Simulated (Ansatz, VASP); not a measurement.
## One calculation of Sb3S2, two programs

```xyz
5
Lattice="5.2258 0.0000 0.0000 0.0000 5.2258 0.0000 0.0000 0.0000 5.2258" Properties=species:S:1:pos:R:3 pbc="T T T"
Sb    2.6129    0.0000    0.0000
Sb    0.0000    2.6129    0.0000
Sb    0.0000    0.0000    2.6129
S     2.6129    2.6129    2.6129
S     0.0000    0.0000    0.0000
```

Alike in both runs: task relaxation of cell and atoms; functional PBE; k mesh 8 × 8 × 8; occupations gaussian, width 0.1 eV; no spin polarisation.

```csv
,VASP,Ansatz
version,VASP 6.6.1,Ansatz 0.2.0
potentials or method,"VASP PAW PBE potentials, release 64 (Sb, S), cutoff 600 eV","scalar-relativistic, plane waves, PAW"
valence electrons in the cell,27,57
```

```tsv
	VASP	Ansatz	Ansatz less VASP
gap on the k mesh at the Fermi level, each at its own relaxed structure (eV)	none	none	-
relaxed volume (Å³/atom)	28.10	28.17	+0.075
relaxed cell length with the largest relative difference (Å)	5.199	5.203	+0.0046
```

A gap of «none» marks a metal or a gap that the smearing closes. VASP's potentials hold 27 valence electrons a cell and Ansatz's 57, so a difference there can come from the potentials and not from the codes.

Spin-orbit coupling is off throughout.
